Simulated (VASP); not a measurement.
# ReS (Fm-3m) in VASP: single point with PBE

Aim: the single point of ReS with PBE.

Everything below comes from runs of VASP 6.6.1. Logs are shortened: lines on timing, memory, paths and dates and some standing lists are left out, and cuts for length are marked.

## Step 1: The cell of the first run

It takes space group Fm-3m (No. 225, cubic). The conventional cell has a = 5.203 Å, b = 5.203 Å, c = 5.203 Å, α = 90.00°, β = 90.00°, γ = 90.00°. Re (site symmetry m-3m) has 6 S at 2.60 Å within 3.4 Å. Within 3.4 Å of S (site symmetry m-3m) lie 6 Re at 2.60 Å.

## Step 2: Single point, PBE, collinear spin

The input, INCAR:

```
SYSTEM = ReS
ALGO     = Normal         ! electronic algorithm
EDIFF    = 1E-7           ! SCF threshold, eV
ENCUT    = 520            ! plane-wave cutoff, eV
GGA      = PE             ! functional
ISIF     = 2              ! what is computed and relaxed
ISMEAR   = 0              ! smearing method
ISPIN    = 2              ! spin polarisation
LASPH    = .True.         ! aspherical terms in the spheres
LCHARG   = .False.        ! write CHGCAR
LMAXMIX  = 4              ! l up to which the mixer works
LORBIT   = 11             ! projections on sites
LREAL    = .False.        ! projectors in reciprocal space
LWAVE    = .False.        ! write WAVECAR
MAGMOM   = 2 -2 0 0       ! initial moments
NBANDS   = 25             ! bands
NELM     = 150            ! most SCF steps
PREC     = Accurate       ! precision mode
SIGMA    = 0.1            ! smearing width, eV
```

The input, KPOINTS:

```
k-points
0
Gamma
  14 14 7
  0 0 0
```

The input, POSCAR:

```
ReS
1.0
    0.0000000000      2.6013323207      2.6013323207
    2.6013323207      0.0000000000      2.6013323207
    5.2026646415      5.2026646415      0.0000000000
Re S
2 2
Direct
    1.0000000000      0.0000000000      0.0000000000
    1.0000000000      0.0000000000      0.5000000000
    0.5000000000      0.5000000000      0.2500000000
    0.5000000000      0.5000000000      0.7500000000
```

Potentials or basis: VASP PAW PBE potentials, release 64 (Re, S).

On the command line:

```sh
$ cat potpaw_PBE.64/Re/POTCAR potpaw_PBE.64/S/POTCAR > POTCAR
$ mpirun -np 1 vasp_std > vasp.out
```

OUTCAR:

```text
SYSTEM = ReS
   EDIFF = 1E-7
   ENCUT = 520
   GGA = PE
   ISIF = 2
   ISMEAR = 0
   ISPIN = 2
   LASPH = .True.
   LORBIT = 11
   LREAL = .False.
   NELM = 150
   PREC = Accurate

 ion  position               nearest neighbor table
   1  0.000  0.000  0.000-   4 2.60   3 2.60   4 2.60   3 2.60   4 2.60   3 2.60
   2  0.000  0.000  0.500-   3 2.60   4 2.60   4 2.60   3 2.60   4 2.60   3 2.60
   3  0.500  0.500  0.250-   1 2.60   2 2.60   2 2.60   1 2.60   2 2.60   1 2.60
   4  0.500  0.500  0.750-   2 2.60   1 2.60   2 2.60   1 2.60   2 2.60   1 2.60

  LATTYP: Found a trigonal (rhomboedric) cell.
 ALAT       =     6.3719368372
 COS(alpha) =     0.8333333333

  Lattice vectors:

 A1 = (   5.2026646415,   2.6013323208,  -2.6013323207)
 A2 = (   2.6013323208,   2.6013323208,  -5.2026646414)
 A3 = (   2.6013323208,   5.2026646415,  -2.6013323207)

Analysis of symmetry for initial positions (statically):
=====================================================================
 Subroutine PRICEL returns following result:

  LATTYP: Found a face centered cubic cell.
 ALAT       =     5.2026646414
[... 12 lines left out ...]
 Subroutine GETGRP returns: Found 12 space group operations
 (whereof 12 operations were pure point group operations)
 out of a pool of 12 trial point group operations.

The static configuration has the point symmetry D_3d.

Analysis of symmetry for dynamics (positions and initial velocities):
=====================================================================
 Subroutine PRICEL returns following result:

  LATTYP: Found a face centered cubic cell.
 ALAT       =     5.2026646414
[... 12 lines left out ...]
 Subroutine GETGRP returns: Found 12 space group operations
 (whereof 12 operations were pure point group operations)
 out of a pool of 12 trial point group operations.

The dynamic configuration has the point symmetry D_3d.

Analysis of structural, dynamic, and magnetic symmetry:
=====================================================================
 Subroutine PRICEL returns following result:

  LATTYP: Found a face centered cubic cell.
 ALAT       =     5.2026646414
[... 12 lines left out ...]
 Subroutine GETGRP returns: Found 12 space group operations
 (whereof 12 operations were pure point group operations)
 out of a pool of 12 trial point group operations.

The overall configuration has the point symmetry D_3d.

 Subroutine INISYM returns: Found 12 space group operations
 (whereof 12 operations are pure point group operations),
 and found     2 'primitive' translations

----------------------------------------------------------------------------------------

                                     Primitive cell

  volume of cell :      35.2061

  direct lattice vectors                    reciprocal lattice vectors
     0.000000000  2.601332321  2.601332321    -0.192209198  0.192209198  0.192209198
     2.601332321  0.000000000  2.601332321     0.192209198 -0.192209198  0.192209198
     2.601332321  2.601332321  0.000000000     0.192209198  0.192209198 -0.192209198

  length of vectors
     3.678839448  3.678839448  3.678839448     0.332916097  0.332916097  0.332916097

  position of ions in fractional coordinates (direct lattice)
     0.000000000  0.000000000  0.000000000
     0.500000000  0.500000000  0.500000000

  ion indices of the primitive-cell ions
   primitive index   ion index
                 1           1
                 2           3

----------------------------------------------------------------------------------------

 KPOINTS: k-points

Automatic generation of k-mesh.
 Grid dimensions read from file:
 generate k-points for:   14   14    7

 Generating k-lattice:

  Cartesian coordinates                     Fractional coordinates (reciprocal lattice)
    -0.013729228  0.013729228  0.013729228     0.071428571  0.000000000  0.000000000
     0.013729228 -0.013729228  0.013729228     0.000000000  0.071428571  0.000000000
     0.013729228  0.013729228 -0.013729228     0.000000000  0.000000000  0.142857143

  Length of vectors
     0.023779721  0.023779721  0.023779721

  Shift w.r.t. Gamma in fractional coordinates (k-lattice)
     0.000000000  0.000000000  0.000000000

 -----------------------------------------------------------------------------
|                                                                             |
|           W    W    AA    RRRRR   N    N  II  N    N   GGGG   !!!           |
|           W    W   A  A   R    R  NN   N  II  NN   N  G    G  !!!           |
|           W    W  A    A  R    R  N N  N  II  N N  N  G       !!!           |
|           W WW W  AAAAAA  RRRRR   N  N N  II  N  N N  G  GGG   !            |
|           WW  WW  A    A  R   R   N   NN  II  N   NN  G    G                |
|           W    W  A    A  R    R  N    N  II  N    N   GGGG   !!!           |
|                                                                             |
|     Your reciprocal lattice and k-lattice belong to different lattice       |
|     classes:                                                                |
|                                                                             |
|        The reciprocal lattice is rhombohedral (trigonal),                   |
|        whereas your k-lattice is body-centered cubic.                       |
|                                                                             |
|     Results are often still useful ...                                      |
|                                                                             |
 -----------------------------------------------------------------------------

 Subroutine IBZKPT returns following result:
 ===========================================

 Found    144 irreducible k-points:

 Following reciprocal coordinates:
            Coordinates               Weight
  0.000000  0.000000  0.000000      1.000000
  0.071429  0.000000  0.000000      6.000000
  0.142857  0.000000  0.000000      6.000000
  0.214286  0.000000  0.000000      6.000000
  0.285714  0.000000  0.000000      6.000000
  0.357143  0.000000  0.000000      6.000000
[... 16 lines left out ...]
  0.214286  0.142857  0.000000     12.000000
  0.285714  0.142857  0.000000     12.000000
 [... further k-points ...]
   k-points           NKPTS =    144   k-points in BZ     NKDIM =    144   number of bands    NBANDS=     25
   number of dos      NEDOS =    301   number of ions     NIONS =      4
   total plane-waves  NPLWV =  43904
   dimension x,y,z NGX =    28 NGY =   28 NGZ =   56
   dimension x,y,z NGXF=    56 NGYF=   56 NGZF=  112
   ions per type =               2   2
   NGX,Y,Z   is equivalent  to a cutoff of  12.65, 12.65, 12.65 a.u.
   NGXF,Y,Z  is equivalent  to a cutoff of  25.31, 25.31, 25.31 a.u.
 SYSTEM =  ReS
   PREC   = accura    normal or accurate (medium, high low for compatibility)
   ISTART =      0    job   : 0-new  1-cont  2-samecut
   ICHARG =      2    charge: 1-file 2-atom 10-const
   ISPIN  =      2    spin polarized calculation?
   LNONCOLLINEAR =      F non collinear calculations
   LSORBIT =      F    spin-orbit coupling
   LASPH  =      T    aspherical Exc in radial PAW
   ENCUT  =  520.0 eV  38.22 Ry    6.18 a.u.   6.84  6.84 13.68*2*pi/ulx,y,z
   NELM   =    150;   NELMIN=  2; NELMDL= -5     # of ELM steps
   EDIFF  = 0.1E-06   stopping-criterion for ELM
   LREAL  =      F    real-space projection
   EDIFFG = 0.1E-05   stopping-criterion for IOM
   NSW    =      0    number of steps for IOM
   IBRION =     -1    ionic relax: 0-MD 1-quasi-New 2-CG
   NFREE  =      0    steps in history (QN), initial steepest desc. (CG)
   ISIF   =      2    stress and relaxation
   ISYM   =      2    0-nonsym 1-usesym 2-fastsym
   POTIM  = 0.5000    time-step for ionic-motion
   TEBEG  =    0.0;   TEEND  =   0.0 temperature during run
   PSTRESS=    0.0 pullay stress
   NELECT =      26.0000    total number of electrons
   NUPDOWN=      -1.0000    fix difference up-down
   EMIN   =  10.00;   EMAX   =-10.00  energy-range for DOS
   EFERMI =   0.00;   METHOD = LEGACY
   ISMEAR =     0;   SIGMA  =   0.10  broadening in eV -4-tet -1-fermi 0-gaus
   EFERMI_NEDOS =   21; number of points for ismear=-14 and -15
   IALGO  =     38    algorithm
   IMIX   =      4    mixing-type and parameters
     AMIX     =   0.40;   BMIX     =  1.00
     AMIX_MAG =   1.60;   BMIX_MAG =  1.00
  volume/ion in A,a.u.               =      17.60       118.79
  Fermi-wavevector in a.u.,A,eV,Ry     =   1.174492  2.219468 18.768309  1.379432
  Thomas-Fermi vector in A             =   2.310888
   LORBIT       =     11    0 simple, 1 ext, 2 COOP (PROOUT), +10 PAW based schemes
   GGA     = PE    functional components
   LHFCALC =     F    Hartree Fock is set to
   AEXX    =    0.0000 exact exchange contribution
   IVDW    =     0    specifies the selected vdW correction
   LEPSILON=     F    determine dielectric tensor
   LRPA    =     F    only Hartree local field effects (RPA)
 spin polarized calculation
 Gauss-broadening in eV      SIGMA  =   0.10
  energy-cutoff  :      520.00
  volume of cell :       70.41
 maximum number of plane-waves:      1910
   NGX = 13   NGY = 13   NGZ = 27

 number of electron      26.0000001 magnetization       0.0000000

 number of electron      26.0000001 magnetization      -0.0000000

 Free energy of the ion-electron system (eV)
  ---------------------------------------------------
  ext. energy  EPLUGINS =         0.00000000
  ---------------------------------------------------
  free energy    TOTEN  =       -28.33338696 eV

  energy without entropy =      -28.30392961  energy(sigma->0) =      -28.31865828

 E-fermi :   7.0269     XC(G=0): -11.5538

 val. band max:        7.0222959254   @ k =  -0.0714  -0.0714   0.2857
 cond. band min:       7.0283278636   @ k =   0.0000   0.0000   0.1429
 fundamental gap:      0.0060319382
 Fermi energy:         7.0268848516

 spin component 1

 k-point     1 :       0.0000    0.0000    0.0000
  band No.  band energies     occupation
      1      -8.6584      1.00000
      2      -7.0662      1.00000
      3      -1.1510      1.00000
      4       1.3059      1.00000
      5       1.3060      1.00000
      6       4.2087      1.00000
[... 661 lines left out ...]
     24      15.7960      0.00000
     25      16.1666      0.00000

 [... further k-points ...]

 spin component 2

 k-point     1 :       0.0000    0.0000    0.0000
  band No.  band energies     occupation
      1      -8.6584      1.00000
      2      -7.0662      1.00000
      3      -1.1510      1.00000
      4       1.3059      1.00000
      5       1.3060      1.00000
      6       4.2087      1.00000
[... 661 lines left out ...]
     24      15.7960      0.00000
     25      16.1729      0.00000

 [... further k-points ...]

------------------------ aborting loop because EDIFF is reached ----------------------------------------

  FORCE on cell =-STRESS in cart. coord.  units (eV):
  Direction    XX          YY          ZZ          XY          YZ          ZX
  --------------------------------------------------------------------------------------
  -------------------------------------------------------------------------------------
  Total       -8.1848915     -8.1848915     -8.1848915     -0.4519855      0.4519855      0.4519855
  in kB     -186.2413063   -186.2413063   -186.2413063    -10.2846034     10.2846034     10.2846034
  external PRESSURE =    -186.2413063 kB  Pullay stress =       0.0000000 kB

 VOLUME and BASIS-vectors are now :
 -----------------------------------------------------------------------------
  energy-cutoff  :      520.00
  volume of cell :       70.41
      direct lattice vectors                 reciprocal lattice vectors
     0.000000000  2.601332321  2.601332321    -0.192209198  0.192209198  0.192209198
     2.601332321  0.000000000  2.601332321     0.192209198 -0.192209198  0.192209198
     5.202664642  5.202664642  0.000000000     0.096104599  0.096104599 -0.096104599

 POSITION                                       TOTAL-FORCE (eV/Angst)
 -----------------------------------------------------------------------------------
      0.00000      0.00000      0.00000        -0.000000     -0.000000     -0.000000
      2.60133      2.60133      0.00000        -0.000000     -0.000000     -0.000000
      2.60133      2.60133      2.60133         0.000000      0.000000      0.000000
      5.20266      5.20266      2.60133        -0.000000     -0.000000     -0.000000
 -----------------------------------------------------------------------------------
    total drift:                                0.000000      0.000000      0.000000

  FREE ENERGIE OF THE ION-ELECTRON SYSTEM (eV)
  ---------------------------------------------------
  free  energy   TOTEN  =       -28.3333869585 eV

  energy  without entropy=      -28.3039296079  energy(sigma->0) =      -28.31865828

 total charge

# of ion       s       p       d       tot
------------------------------------------
    1        0.414   0.291   4.788   5.493
    2        0.414   0.291   4.788   5.493
    3        1.314   2.274   0.000   3.588
    4        1.314   2.274   0.000   3.588
--------------------------------------------------
tot          3.456   5.130   9.575  18.161

 magnetization (x)

# of ion       s       p       d       tot
------------------------------------------
    1        0.023   0.009   1.335   1.368
    2       -0.023  -0.009  -1.335  -1.368
    3        0.000   0.000   0.000   0.000
    4        0.000   0.000   0.000   0.000
--------------------------------------------------
tot          0.000   0.000   0.000   0.000
```

It took 9.3 min on 1 thread of Intel Xeon Platinum 8488C (Sapphire Rapids), shared host; peak memory 0.49 GiB.

Results:

| Quantity | Value |
| --- | --- |
| Free energy | -28.3334 eV |
| Pressure | -18.6 GPa |
| Band gap on the k mesh | zero (filled and empty bands overlap) |
| Net moment | 0.00 μB per cell |
| Site moments | Re +1.37, -1.37; S +0.00 μB |
| Valence electrons inside the program's atomic spheres | Re 5.49; S 3.59 |

Levels at points of the mesh, in eV from the Fermi level:
Spin up:
| k point | band 11 | band 12 | band 13 | band 14 | band 15 | band 16 |
| --- | --- | --- | --- | --- | --- | --- |
| (0.00, 0.00, 0.00) | -2.15 | -1.83 | -1.83 | -0.08 | -0.08 | 0.23 |
| (0.50, 0.00, 0.00) | -0.53 | -0.41 | -0.01 | 0.25 | 0.75 | 0.82 |
Spin down:
```csv
k point,band 11,band 12,band 13,band 14,band 15,band 16
"(0.00, 0.00, 0.00)",-2.15,-1.83,-1.83,-0.08,-0.08,0.23
"(0.50, 0.00, 0.00)",-0.53,-0.41,-0.01,0.25,0.75,0.82
```

Caveat: the cell stands under tension; spin-orbit coupling is left out, which moves the levels of the heavy elements.
